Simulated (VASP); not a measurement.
# In27SbAs26 (a cell with a defect) in VASP: notebook, part 2 of 2

VASP 6.6.1. The steps go on from the part before.

### 3 Electric field gradients, PBE

INCAR reads:

```
  PREC = Accurate
  ENCUT = 520
  EDIFF = 1E-8
  ISMEAR = 1
  SIGMA = 0.05
  LREAL = Auto
  LASPH = True
  NELM = 80
  ALGO = Normal
  ISIF = 2
  LWAVE = False
  LCHARG = False
  GGA = PE
  LEFG = True
  NBANDS = 276
  LUSENCCL = False
```

KPOINTS reads:

```
regular mesh
0
Gamma
  2 2 2
```

POSCAR reads:

```
In27SbAs26
1.0
    0.0000000000      9.0540000000      9.0540000000
    9.0540000000      0.0000000000      9.0540000000
    9.0540000000      9.0540000000      0.0000000000
In Sb As
27 1 26
Direct
    0.0000000000      0.0000000000      0.0000000000
    0.0000000000      0.0000000000      0.3333333333
    0.0000000000      0.0000000000      0.6666666667
    0.0000000000      0.3333333333      0.0000000000
    0.0000000000      0.3333333333      0.3333333333
    0.0000000000      0.3333333333      0.6666666667
    0.0000000000      0.6666666667      0.0000000000
    0.0000000000      0.6666666667      0.3333333333
    0.0000000000      0.6666666667      0.6666666667
    0.3333333333      0.0000000000      0.0000000000
    0.3333333333      0.0000000000      0.3333333333
    0.3333333333      0.0000000000      0.6666666667
    0.3333333333      0.3333333333      0.0000000000
    0.3333333333      0.3333333333      0.3333333333
    0.3333333333      0.3333333333      0.6666666667
    0.3333333333      0.6666666667      0.0000000000
    0.3333333333      0.6666666667      0.3333333333
    0.3333333333      0.6666666667      0.6666666667
    0.6666666667      0.0000000000      0.0000000000
    0.6666666667      0.0000000000      0.3333333333
    0.6666666667      0.0000000000      0.6666666667
    0.6666666667      0.3333333333      0.0000000000
    0.6666666667      0.3333333333      0.3333333333
    0.6666666667      0.3333333333      0.6666666667
    0.6666666667      0.6666666667      0.0000000000
    0.6666666667      0.6666666667      0.3333333333
    0.6666666667      0.6666666667      0.6666666667
    0.0833333333      0.0833333333      0.0833333333
    0.0833333333      0.0833333333      0.4166666667
    0.0833333333      0.0833333333      0.7500000000
    0.0833333333      0.4166666667      0.0833333333
    0.0833333333      0.4166666667      0.4166666667
    0.0833333333      0.4166666667      0.7500000000
    0.0833333333      0.7500000000      0.0833333333
    0.0833333333      0.7500000000      0.4166666667
    0.0833333333      0.7500000000      0.7500000000
    0.4166666667      0.0833333333      0.0833333333
    0.4166666667      0.0833333333      0.4166666667
    0.4166666667      0.0833333333      0.7500000000
    0.4166666667      0.4166666667      0.0833333333
    0.4166666667      0.4166666667      0.4166666667
    0.4166666667      0.4166666667      0.7500000000
    0.4166666667      0.7500000000      0.0833333333
    0.4166666667      0.7500000000      0.4166666667
    0.4166666667      0.7500000000      0.7500000000
    0.7500000000      0.0833333333      0.0833333333
    0.7500000000      0.0833333333      0.4166666667
    0.7500000000      0.0833333333      0.7500000000
    0.7500000000      0.4166666667      0.0833333333
    0.7500000000      0.4166666667      0.4166666667
    0.7500000000      0.4166666667      0.7500000000
    0.7500000000      0.7500000000      0.0833333333
    0.7500000000      0.7500000000      0.4166666667
    0.7500000000      0.7500000000      0.7500000000
```

Potentials or basis: VASP PAW PBE potentials, release 64 (In_d, Sb, As).

Command:

```sh
$ cat potpaw_PBE.64/In_d/POTCAR potpaw_PBE.64/Sb/POTCAR potpaw_PBE.64/As/POTCAR > POTCAR
$ mpirun -np 1 vasp_std > vasp.out
```

OUTCAR:

```text
PREC = Accurate
   ENCUT = 520
   EDIFF = 1E-8
   ISMEAR = 1
   LREAL = Auto
   LASPH = True
   NELM = 80
   ISIF = 2
   GGA = PE

 ion  position               nearest neighbor table
   1  0.000  0.000  0.000-  28 2.61  30 2.61  34 2.61  46 2.61
   2  0.000  0.000  0.333-  28 2.61  29 2.61  35 2.61  47 2.61
   3  0.000  0.000  0.667-  30 2.61  29 2.61  36 2.61  48 2.61
   4  0.000  0.333  0.000-  28 2.61  31 2.61  33 2.61  49 2.61
   5  0.000  0.333  0.333-  50 2.61  31 2.61  29 2.61  32 2.61
   6  0.000  0.333  0.667-  30 2.61  32 2.61  33 2.61  51 2.61
[... 46 lines left out ...]
  53  0.750  0.750  0.417-   8 2.61  20 2.61  26 2.61  27 2.61
  54  0.750  0.750  0.750-  27 2.61  21 2.61  25 2.61   9 2.61

  LATTYP: Found a face centered cubic cell.
 ALAT       =    18.1080000000

  Lattice vectors:

 A1 = (   0.0000000000,   9.0540000000,   9.0540000000)
 A2 = (   9.0540000000,   0.0000000000,   9.0540000000)
 A3 = (   9.0540000000,   9.0540000000,   0.0000000000)

Analysis of symmetry for initial positions (statically):
=====================================================================
 Subroutine PRICEL returns:
 Original cell was already a primitive cell.

[... 1116 lines left out ...]
  free  energy   TOTEN  =      -204.8648747736 eV

  energy  without entropy=     -204.8602137839  energy(sigma->0) =     -204.86332111

 Electric field gradients (V/A^2)
---------------------------------------------------------------------
 ion       V_xx      V_yy      V_zz      V_xy      V_xz      V_yz
---------------------------------------------------------------------
   1       0.000    -0.000    -0.000   -23.913   -23.913   -23.913
   2      -0.000    -0.000     0.000   -23.913    23.913    23.913
   3       0.084     0.084    -0.167    -0.310    -0.000    -0.000
   4      -0.000     0.000    -0.000    23.913   -23.913    23.913
   5      -0.340     0.170     0.170     0.031     0.031    -0.303
   6       0.170    -0.340     0.170     0.031     0.303    -0.031
[... 46 lines left out ...]
  53      -0.019    -0.019     0.038    -0.259     0.000     0.000
  54      -0.000    -0.000     0.000    -0.079    -0.079    -0.079
---------------------------------------------------------------------

 Electric field gradients after diagonalization (V/A^2)
 (convention: |V_zz| > |V_xx| > |V_yy|)
----------------------------------------------------------------------
 ion       V_xx      V_yy      V_zz     asymmetry (V_yy - V_xx)/ V_zz
----------------------------------------------------------------------
   1      23.913    23.913   -47.826       0.000
   2      23.913    23.913   -47.826       0.000
   3      -0.226    -0.167     0.393       0.151
   4      23.913    23.913   -47.826       0.000
   5      -0.349    -0.124     0.473       0.475
   6      -0.349    -0.124     0.473       0.475
[... 46 lines left out ...]
  53       0.240     0.038    -0.278       0.726
  54       0.079     0.079    -0.157       0.000
----------------------------------------------------------------------

           NMR quadrupolar parameters

 Cq : quadrupolar parameter    Cq=e*Q*V_zz/h
 eta: asymmetry parameters     (V_yy - V_xx)/ V_zz
 Q  : nuclear electric quadrupole moment in mb (millibarn)
----------------------------------------------------------------------
 ion       Cq(MHz)       eta       Q (mb)
----------------------------------------------------------------------
   1      -0.116       0.000       1.000
   2      -0.116       0.000       1.000
   3       0.001       0.151       1.000
   4      -0.116       0.000       1.000
   5       0.001       0.475       1.000
   6       0.001       0.475       1.000
[... 46 lines left out ...]
  53      -0.001       0.726       1.000
  54      -0.000       0.000       1.000
----------------------------------------------------------------------
```

stdout:

```text
Offloading initialized ...    1 GPUs detected
 POSCAR found type information on POSCAR InSbAs
 POSCAR found :  3 types and      54 ions
 scaLAPACK will be used selectively (only on CPU)
 LDA part: xc-table for (Slater+PW92), standard interpolation
 POSCAR, INCAR and KPOINTS ok, starting setup
 FFT: planning ... GRIDC
 FFT: planning ... GRID_SOFT
 FFT: planning ... GRID
 WAVECAR not read
 entering main loop
ion   1

ion   2

ion   3

ion   4

ion   5
     0.0000565    -0.0032017    -0.0058873     0.0016594    -0.0032017    -0.0028741
     0.0000778    -0.0032017    -0.0058873     0.0016594    -0.0032017    -0.0028741
     0.0001071    -0.0032017    -0.0058873     0.0016594    -0.0032017    -0.0028741
     0.0001475    -0.0032017    -0.0058873     0.0016594    -0.0032017    -0.0028741
[... 143 lines left out ...]
ion  34
     0.0000490     0.0109233     0.0109233     0.0153576     0.0439713     0.0266001
     0.0000675     0.0109233     0.0109233     0.0153576     0.0439713     0.0266001
     0.0000929     0.0109233     0.0109233     0.0153576     0.0439713     0.0266001
     0.0001280     0.0109233     0.0109233     0.0153576     0.0439713     0.0266001

     0.0000490     0.5522093     0.5522093     0.7705905     2.1464791     1.3347019
     0.0000675     0.5521975     0.5521975     0
```

It took 2.6 min on 1 × NVIDIA H100 80GB with 1 thread of AMD EPYC 7R13 (Zen 3), shared host; peak memory 2.5 GiB.

What came out:

* Free energy: -204.8649 eV
* Pressure: 5.1 GPa
* Largest force: 1.380 eV/Å
* Band gap on the k mesh: zero (filled and empty bands touch)
* Largest electric field gradient by atom: In -47.8, +0.4, +0.5, +0.0, -0.1 (each value once); Sb -0.0; As -3.4, -0.4, -0.2, -0.3 (each value once) V/Å²

Forces in eV/Å, atoms in the order of the input:
```
In  -0.797 -0.797 -0.797
In   0.797  0.797 -0.797
In   0.000  0.000  0.012
In   0.797 -0.797  0.797
In   0.003 -0.003 -0.003
In   0.003 -0.003 -0.003
In   0.000  0.012  0.000
In   0.003 -0.003 -0.003
In  -0.012  0.000  0.000
In  -0.797  0.797  0.797
In  -0.003  0.003 -0.003
In  -0.003  0.003 -0.003
In  -0.003 -0.003  0.003
In   0.000  0.000  0.000
In   0.003  0.003  0.003
In  -0.003 -0.003  0.003
In   0.003  0.003  0.003
In   0.001 -0.001 -0.001
In   0.012  0.000  0.000
In  -0.003  0.003 -0.003
In   0.000 -0.012  0.000
In  -0.003 -0.003  0.003
In   0.003  0.003  0.003
In  -0.001  0.001 -0.001
In   0.000  0.000 -0.012
In  -0.001 -0.001  0.001
In   0.001  0.001  0.001
Sb   0.000  0.000  0.000
As   0.024  0.024 -0.028
As  -0.024 -0.024 -0.028
As   0.024 -0.028  0.024
As  -0.002  0.002  0.002
As   0.028 -0.024  0.024
As  -0.024 -0.028 -0.024
As   0.028  0.024 -0.024
As  -0.001  0.001  0.001
As  -0.028  0.024  0.024
As   0.002 -0.002  0.002
As  -0.024  0.028  0.024
As   0.002  0.002 -0.002
As  -0.002 -0.002 -0.002
As   0.000  0.000  0.000
As  -0.024  0.024  0.028
As   0.000  0.000  0.000
As   0.000  0.000  0.000
As  -0.028 -0.024 -0.024
As   0.024  0.028 -0.024
As   0.001 -0.001  0.001
As   0.024 -0.024  0.028
As   0.000  0.000  0.000
As   0.000  0.000  0.000
As   0.001  0.001 -0.001
As   0.000  0.000  0.000
As  -0.001 -0.001 -0.001
```

Electric field gradients, principal values (V/Å²):
```tsv
atom	least	middle	greatest (by size)
1 In	23.913	23.913	-47.826
2 In	23.913	23.913	-47.826
3 In	-0.167	-0.226	0.393
4 In	23.913	23.913	-47.826
5 In	-0.124	-0.349	0.473
6 In	-0.124	-0.349	0.473
7 In	-0.167	-0.226	0.393
8 In	-0.124	-0.349	0.473
9 In	-0.167	-0.226	0.393
10 In	23.913	23.913	-47.826
11 In	-0.124	-0.349	0.473
12 In	-0.124	-0.349	0.473
13 In	-0.124	-0.349	0.473
14 In	0.000	0.000	0.000
15 In	-0.124	-0.349	0.473
16 In	-0.124	-0.349	0.473
17 In	-0.124	-0.349	0.473
18 In	0.044	0.044	-0.088
19 In	-0.167	-0.226	0.393
20 In	-0.124	-0.349	0.473
21 In	-0.167	-0.226	0.393
22 In	-0.124	-0.349	0.473
23 In	-0.124	-0.349	0.473
24 In	0.044	0.044	-0.088
25 In	-0.167	-0.226	0.393
26 In	0.044	0.044	-0.088
27 In	0.044	0.044	-0.088
28 Sb	0.000	0.000	0.000
29 As	1.368	2.062	-3.430
30 As	1.368	2.062	-3.430
31 As	1.368	2.062	-3.430
32 As	0.209	0.210	-0.419
33 As	1.369	2.062	-3.431
34 As	1.368	2.062	-3.430
35 As	1.369	2.062	-3.431
36 As	0.079	0.079	-0.158
37 As	1.368	2.062	-3.430
38 As	0.209	0.210	-0.419
39 As	1.369	2.062	-3.431
40 As	0.209	0.210	-0.419
41 As	0.209	0.209	-0.418
42 As	0.038	0.240	-0.278
43 As	1.369	2.062	-3.431
44 As	0.038	0.240	-0.278
45 As	0.038	0.240	-0.278
46 As	1.368	2.062	-3.430
47 As	1.369	2.062	-3.431
48 As	0.079	0.079	-0.158
49 As	1.369	2.062	-3.431
50 As	0.038	0.240	-0.278
51 As	0.038	0.240	-0.278
52 As	0.079	0.079	-0.158
53 As	0.038	0.240	-0.278
54 As	0.079	0.079	-0.157
```

Caveat: without QUAD_EFG the Cq values of the log hold for a quadrupole moment of 1 mb, not for the nuclei; spin-orbit coupling is left out, which moves the levels of the heavy elements.
